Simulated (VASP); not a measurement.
# ZrB2: electric field gradients with PBE

ZrB2:

```
Zr B
1.0
     3.14376    0.00000    0.00000
    -1.57188    2.72257    0.00000
     0.00000    0.00000    3.49638
Zr B
1 2
Direct
  0.00000 0.00000 0.00000
  0.33333 0.66667 0.50000
  0.66667 0.33333 0.50000
```

This cell differs from its parent crystal: volume scaled by 0.98.

| Item | Value |
| --- | --- |
| Program | VASP 6.6.1 |
| Task | electric field gradients |
| Functional | PBE |
| Potentials or basis | VASP PAW PBE potentials, release 64 (Zr_sv, B) |
| Cutoff | 520 eV |
| k mesh | 12 × 12 × 9 |
| Occupations | fermi-dirac, width 0.05 eV |
| Spin | no spin polarisation |
| Dipole correction | no |
| Further INCAR settings | ALGO = Normal; EDIFF = 1e-08; NBANDS = 16 |

```yaml
Pressure: 7.8 GPa
Band_gap_on_the_k_mesh: zero (band 9 reaches 11.60 eV, above the bottom of band 10 at 10.28 eV)
```

Stress tensor (GPa, compression positive):
```
7.39 0.00 0.00
0.00 7.39 0.00
0.00 0.00 8.55
```

Levels at points of the mesh, in eV from the Fermi level:
```tsv
k point	band 7	band 8	band 9	band 10	band 11	band 12
(0.00, 0.00, 0.00)	-2.78	-2.72	-2.40	3.44	3.44	4.25
(0.50, 0.00, 0.00)	-4.06	-3.17	-2.84	2.21	2.30	5.00
```

Electric field gradients, principal values (V/Å²):
| atom | least | middle | greatest (by size) |
| --- | --- | --- | --- |
| 1 Zr | -20.694 | -20.695 | 41.389 |
| 2 B | -0.798 | -0.798 | 1.596 |
| 3 B | -0.798 | -0.798 | 1.596 |

Wall time 15 s on 1 thread of Intel(R) Xeon(R) 6975P-C (Granite Rapids), with other jobs on the host, peak memory 0.17 GiB.

Caveat: without QUAD_EFG the Cq values of the log hold for a quadrupole moment of 1 mb, not for the nuclei.
